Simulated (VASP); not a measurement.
# Zn16HS16 (a cell with a defect) in VASP: single point with PBE

Aim: the single point of Zn16HS16 (a cell with a defect) with PBE.

Program: VASP 6.6.1. These are calculated values, not measurements. Logs are shortened: lines on timing, memory, paths and dates and some standing lists are left out, and cuts for length are marked.

### 1 The cell of the first run

The cell holds a defect, 33 atoms: a = 7.692 Å, b = 7.692 Å, c = 12.589 Å, α = 90.00°, β = 90.00°, γ = 120.00°.

### 2 Single point, PBE (with an interstitial atom, then relaxed in part)

INCAR

```
SYSTEM = Zn16HS16
ALGO = Normal ; EDIFF = 1E-6
ENCUT = 520 ; GGA = PE
ISIF = 2 ; ISMEAR = 0
LASPH = .True. ; LCHARG = .True.
LELF = .True. ; LREAL = Auto
LVHAR = .True. ; LWAVE = .False.
NBANDS = 166 ; NELECT = 288.0
NELM = 100 ; PREC = Accurate
SIGMA = 0.01
```

KPOINTS

```
k-points
0
Gamma
  2 2 2
  0 0 0
```

POSCAR

```
Zn16HS16
1.0
    3.8461551846     -6.6617361936      0.0000000000
   -7.6923103692      0.0000000001      0.0000000000
    0.0000000000      0.0000000000    -12.5886853746
Zn S H
16 16 1
Direct
    0.3339209260      0.1678418520      0.2440433902
    0.8344442733      0.1688885466      0.2474022245
    0.3329925086      0.6674389965      0.2473490425
    0.8344464879      0.6674389965      0.2473490425
    0.1643762909      0.3375258261      0.7489807952
    0.6731495352      0.3375258261      0.7489807952
    0.1643656930      0.8287313861      0.7489855821
    0.6673091907      0.8346183814      0.7908823487
    0.4882970432      0.0135921641      0.4948700924
    1.0252951209      0.0135921641      0.4948700924
    0.4883357553      0.4766715106      0.4948532341
    1.0006135402      0.5012270804      0.4937722422
    0.0006193054      0.5012386109      1.0010658175
    0.5001377965      0.5002755931      1.0013050314
    0.0016079779      1.0017598455      1.0013212947
    0.5001518675      1.0017598455      1.0013212947
    0.3339608662      0.1679217324      0.0591466259
    0.8337179644      0.1674359289      0.0607095733
    0.3344432415      0.6681659064      0.0606700857
    0.8337226650      0.6681659064      0.0606700857
    0.1655671327      0.3363364838      0.5623629529
    0.6707693511      0.3363364838      0.5623629529
    0.1655400870      0.8310801740      0.5623659434
    0.6673272886      0.8346545771      0.5353276453
    0.4992056926      0.0026438773      0.3092383625
    1.0034381847      0.0026438773      0.3092383625
    0.4991912905      0.4983825810      0.3092064603
    1.0006334792      0.5012669584      0.3097039946
    0.0006251907      0.5012503814      0.8134375630
    0.4980376000      0.4960752001      0.8118483734
    0.0058414679      1.0038679911      0.8118640190
    0.4980265232      1.0038679911      0.8118640190
    0.6673886618      0.8347773237      0.4272540455
```

Potentials or basis: VASP PAW PBE potentials, release 64 (Zn, S, H).

Launch:

```sh
$ cat potpaw_PBE.64/Zn/POTCAR potpaw_PBE.64/S/POTCAR potpaw_PBE.64/H/POTCAR > POTCAR
$ mpirun -np 1 vasp_std > vasp.out
```

OUTCAR:

```text
SYSTEM = Zn16HS16
   EDIFF = 1E-6
   ENCUT = 520
   GGA = PE
   ISIF = 2
   ISMEAR = 0
   LASPH = .True.
   LREAL = Auto
   NELECT = 288.0
   NELM = 100
   PREC = Accurate

 ion  position               nearest neighbor table
   1  0.334  0.168  0.244-  17 2.33  26 2.35  25 2.35  27 2.35
   2  0.834  0.169  0.247-  28 2.35  18 2.35  25 2.37  26 2.37
   3  0.333  0.667  0.247-  28 2.35  19 2.35  25 2.37  27 2.37
   4  0.834  0.667  0.247-  28 2.35  20 2.35  26 2.37  27 2.37
   5  0.164  0.338  0.749-  29 2.33  21 2.35  30 2.36  31 2.36
   6  0.673  0.338  0.749-  29 2.33  22 2.35  30 2.36  32 2.36
   7  0.164  0.829  0.749-  29 2.33  23 2.35  31 2.36  32 2.36
   8  0.667  0.835  0.791-  31 2.27  32 2.27  30 2.27
   9  0.488  0.014  0.495-  22 2.32  23 2.32  25 2.34  24 2.44
  10  0.025  0.014  0.495-  21 2.32  23 2.32  26 2.34  24 2.44
  11  0.488  0.477  0.495-  21 2.32  22 2.32  27 2.34  24 2.44
  12  0.001  0.501  0.494-  28 2.32  22 2.36  21 2.36  23 2.36
  13  0.001  0.501  0.001-  20 2.35  19 2.35  18 2.35  29 2.36
  14  0.500  0.500  0.001-  17 2.33  19 2.34  20 2.34  30 2.39
[... 16 lines left out ...]
  31  0.006  0.004  0.812-   8 2.27   5 2.36   7 2.36  15 2.39
  32  0.498  0.004  0.812-   8 2.27   6 2.36   7 2.36  16 2.39
  33  0.667  0.835  0.427-  24 1.36

  LATTYP: Found a hexagonal cell.
 ALAT       =     7.6923103693
 C/A-ratio  =     1.6365285292

  Lattice vectors:

 A1 = (   3.8461551846,  -6.6617361936,   0.0000000000)
 A2 = (  -7.6923103692,   0.0000000001,   0.0000000000)
 A3 = (   0.0000000000,   0.0000000000, -12.5886853746)

Analysis of symmetry for initial positions (statically):
=====================================================================
 Subroutine PRICEL returns:
 Original cell was already a primitive cell.

 Routine SETGRP: Setting up the symmetry group for a
 hexagonal supercell.

 Subroutine GETGRP returns: Found  2 space group operations
 (whereof  1 operations were pure point group operations)
 out of a pool of 24 trial point group operations.

The static configuration has the point symmetry C_1 .
 The point group associated with its full space group is C_1h.

Analysis of symmetry for dynamics (positions and initial velocities):
=====================================================================
 Subroutine PRICEL returns:
 Original cell was already a primitive cell.

 Routine SETGRP: Setting up the symmetry group for a
 hexagonal supercell.

 Subroutine GETGRP returns: Found  2 space group operations
[... 153 lines left out ...]
   ISIF   =      2    stress and relaxation
   ISYM   =      2    0-nonsym 1-usesym 2-fastsym
   POTIM  = 0.5000    time-step for ionic-motion
   TEBEG  =    0.0;   TEEND  =   0.0 temperature during run
   PSTRESS=    0.0 pullay stress
   NELECT =     288.0000    total number of electrons
   NUPDOWN=      -1.0000    fix difference up-down
   EMIN   =  10.00;   EMAX   =-10.00  energy-range for DOS
   EFERMI =   0.00;   METHOD = LEGACY
   ISMEAR =     0;   SIGMA  =   0.01  broadening in eV -4-tet -1-fermi 0-gaus
   EFERMI_NEDOS =   21; number of points for ismear=-14 and -15
   IALGO  =     38    algorithm
   IMIX   =      4    mixing-type and parameters
     AMIX     =   0.40;   BMIX     =  1.00
     AMIX_MAG =   1.60;   BMIX_MAG =  1.00
  volume/ion in A,a.u.               =      19.55       131.92
  Fermi-wavevector in a.u.,A,eV,Ry     =   1.251212  2.364447 21.300338  1.565531
  Thomas-Fermi vector in A             =   2.385170
   LORBIT       =      0    0 simple, 1 ext, 2 COOP (PROOUT), +10 PAW based schemes
   GGA     = PE    functional components
   LHFCALC =     F    Hartree Fock is set to
   AEXX    =    0.0000 exact exchange contribution
   IVDW    =     0    specifies the selected vdW correction
   LEPSILON=     F    determine dielectric tensor
   LRPA    =     F    only Hartree local field effects (RPA)
 non-spin polarized calculation
 Gauss-broadening in eV      SIGMA  =   0.01
  energy-cutoff  :      520.00
  volume of cell :      645.10
 maximum number of plane-waves:     17380
 NGX is ok and might be reduce to    60
   NGX = 29   NGY = 29   NGZ = 47

 number of electron     288.0000056 magnetization

 Free energy of the ion-electron system (eV)
  ---------------------------------------------------
  ext. energy  EPLUGINS =         0.00000000
  ---------------------------------------------------
  free energy    TOTEN  =      -114.46678376 eV

  energy without entropy =     -114.46678376  energy(sigma->0) =     -114.46678376

 E-fermi :   2.0143     XC(G=0):  -9.5050

 val. band max:        1.9674438543   @ k =   0.0000   0.0000   0.0000
 cond. band min:       3.9986093338   @ k =   0.0000   0.0000   0.0000
 fundamental gap:      2.0311654796
 Fermi energy:         2.0143451867

 k-point     1 :       0.0000    0.0000    0.0000
  band No.  band energies     occupation
      1     -11.5605      2.00000
      2     -10.9802      2.00000
      3     -10.6461      2.00000
      4     -10.5650      2.00000
      5     -10.2611      2.00000
      6     -10.2611      2.00000
[... 943 lines left out ...]
    155       6.5400      0.00000
    156       6.6248      0.00000
 [bands above 156 left out]

------------------------ aborting loop because EDIFF is reached ----------------------------------------

  FORCE on cell =-STRESS in cart. coord.  units (eV):
  Direction    XX          YY          ZZ          XY          YZ          ZX
  --------------------------------------------------------------------------------------
  -------------------------------------------------------------------------------------
  Total       -1.3544181     -1.3567347     -3.1135646      0.0020062      0.0030175      0.0052265
  in kB       -3.3638662     -3.3696198     -7.7329260      0.0049827      0.0074944      0.0129807
  external PRESSURE =      -4.8221373 kB  Pullay stress =       0.0000000 kB

 VOLUME and BASIS-vectors are now :
 -----------------------------------------------------------------------------
  energy-cutoff  :      520.00
  volume of cell :      645.10
      direct lattice vectors                 reciprocal lattice vectors
     3.846155185 -6.661736194  0.000000000    -0.000000000 -0.150111018  0.000000000
    -7.692310369  0.000000000  0.000000000    -0.129999955 -0.075055509  0.000000000
     0.000000000  0.000000000-12.588685375     0.000000000  0.000000000 -0.079436412

 POSITION                                       TOTAL-FORCE (eV/Angst)
 -----------------------------------------------------------------------------------
     -0.00678     -2.22449     -3.07219        -0.001104     -0.000638     -0.003578
      1.91026     -5.55885     -3.11447         0.002154      0.001244      0.000101
     -3.85341     -2.21831     -3.11380         0.000869     -0.003118     -0.001994
     -1.92474     -5.55886     -3.11380        -0.002266      0.002312     -0.001994
     -1.96414     -1.09503     -9.42868        -0.000436     -0.001028     -0.000700
     -0.00732     -4.48434     -9.42868        -0.001108      0.000136     -0.000700
[... 25 lines left out ...]
      1.88573     -3.31772    -10.22030        -0.006583      0.003984      0.001961
     -3.85449     -4.44597     -5.37857         0.000382      0.000220     -0.071979
 -----------------------------------------------------------------------------------
    total drift:                                0.009922      0.005736      0.012150

  FREE ENERGIE OF THE ION-ELECTRON SYSTEM (eV)
  ---------------------------------------------------
  free  energy   TOTEN  =      -114.4667837609 eV

  energy  without entropy=     -114.4667837609  energy(sigma->0) =     -114.46678376
```

Run time: 37 min. Hardware: 1 thread of Oxide Virtual Turin-like, shared host; peak memory 0.9 GiB.

Results:

```
Free energy   : -114.4668 eV
Largest force : 0.072 eV/Å
```

Forces in eV/Å, atoms in the order of the input:
```
Zn  -0.001 -0.001 -0.004
Zn   0.002  0.001  0.000
Zn   0.001 -0.003 -0.002
Zn  -0.002  0.002 -0.002
Zn   0.000 -0.001 -0.001
Zn  -0.001  0.000 -0.001
Zn  -0.002 -0.001  0.000
Zn   0.001  0.001 -0.007
Zn  -0.002  0.001 -0.001
Zn   0.000 -0.002 -0.001
Zn   0.001  0.001  0.001
Zn   0.000  0.000 -0.003
Zn   0.000  0.000  0.000
Zn   0.003  0.002  0.003
Zn   0.000 -0.003  0.003
Zn  -0.003  0.002  0.003
S    0.000  0.000  0.000
S   -0.001 -0.001  0.002
S    0.001  0.001  0.002
S    0.002  0.000  0.002
S   -0.004  0.001 -0.003
S   -0.002 -0.004 -0.003
S    0.002  0.001 -0.002
S    0.002  0.001  0.065
S    0.001  0.000  0.003
S    0.000  0.000  0.003
S    0.000  0.000  0.002
S    0.001  0.001  0.007
S    0.001  0.001 -0.005
S    0.005  0.003  0.004
S    0.000 -0.008  0.002
S   -0.007  0.004  0.002
H    0.000  0.000 -0.072
```

Levels at points of the mesh, in eV from the Fermi level:
```
           k point  band 141  band 142  band 143  band 144  band 145  band 146  band 147  band 148
(0.00, 0.00, 0.00)     -0.49     -0.20     -0.05     -0.05      1.98      2.55      2.91      3.16
(0.50, 0.00, 0.00)     -0.73     -0.55     -0.53     -0.45      3.09      3.54      3.62      3.91
(0.00, 0.50, 0.00)     -0.73     -0.55     -0.53     -0.45      3.09      3.54      3.62      3.91
(0.00, 0.00, 0.50)     -0.30     -0.30     -0.11     -0.11      2.46      2.74      2.95      3.17
(0.50, 0.00, 0.50)     -0.83     -0.72     -0.61     -0.58      3.02      3.69      3.72      3.77
(0.00, 0.50, 0.50)     -0.83     -0.72     -0.61     -0.58      3.02      3.69      3.72      3.77
```

Caveat: the k points lie up to 0.47 Å⁻¹ apart; the cell carries a net charge on a neutralising background, which shifts energy and pressure; the cell differs from its parent crystal (with an interstitial atom, then relaxed in part); the cell is charged against a uniform background, so pressure and absolute levels hang on convention.
